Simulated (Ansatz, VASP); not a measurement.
C in VASP and in Ansatz

File INCAR:

```
SYSTEM = C
ALGO = Normal
EDIFF = 1E-8
ENCUT = 520
GGA = CA
GGA_COMPAT = .FALSE.
ISIF = 2
ISMEAR = -1
LASPH = .TRUE.
LCHARG = .FALSE.
LEFG = .TRUE.
LREAL = .FALSE.
LWAVE = .FALSE.
NBANDS = 11
NELM = 120
PREC = Accurate
SIGMA = 0.03
```

KPOINTS

```
k-points
0
G
  16 16 16
  0 0 0
```

POSCAR

```
C
1.0
   -0.0178340000      1.7744830000      1.7744830000
    1.7744830000     -0.0178340000      1.7744830000
    1.7744830000      1.7744830000     -0.0178340000
C
2
Direct
    0.5000000000      0.5000000000      0.5000000000
    0.7500000000      0.7500000000      0.7500000000
```

Input for Ansatz:

```yaml
crystal:
  lattice:
    - [-0.017834, 1.774483, 1.774483]
    - [1.774483, -0.017834, 1.774483]
    - [1.774483, 1.774483, -0.017834]
  atoms:
    - { symbol: C, position: [0.5, 0.5, 0.5] }
    - { symbol: C, position: [0.75, 0.75, 0.75] }
kpoints:
  mp_grid: { grid: [16, 16, 16] }
scf:
  occupations: { method: fermi_dirac, width: 0.03 }
hamiltonian:
  xc: lda
  pseudopotentials: { kind: all_electron, datasets: crystal }
output:
  forces: true
  stress: true
  eigenvalues: true
  efg: { contact_densities: true }
```

Change from the starting cell: equal xy, yz and zx shear strains of -1 %, crystal datasets.

Alike in both runs: task electric field gradients; functional LDA; k mesh 16 × 16 × 16; occupations fermi-dirac, width 0.03 eV; no spin polarisation.

|  | VASP | Ansatz |
| --- | --- | --- |
| version | VASP 6.6.1 | Ansatz 0.2.0 |
| potentials or method | VASP PAW LDA potentials, release 64 (C), cutoff 520 eV | all-electron PAW with datasets made for the crystal, scalar-relativistic |

Ansatz gave:

| Quantity | Value |
| --- | --- |
| gap on the k mesh at the Fermi level (eV) | 4.09 |
| pressure (GPa) | -12.8 |
| traceless stress, the component that is largest in VASP (GPa) | 5.65 |
| rms of the force components (eV/Å) | 0.033 |
| size of Vzz on the site where it differs most (V/Å²) | 2.1 |

**Question.** What did VASP give for the same quantities?

**Answer.** gap on the k mesh at the Fermi level (eV): 4.09; pressure (GPa): -11.5; traceless stress, the component that is largest in VASP (GPa): 5.67; rms of the force components (eV/Å): 0.036; size of Vzz on the site where it differs most (V/Å²): 2.2.

LDA's correlation is that of Perdew and Zunger in VASP and of Perdew and Wang (1992) in Ansatz. Atom by atom the forces differ by 0.003 eV/Å (rms over components). Ansatz ran all-electron here, and VASP with PAW potentials.
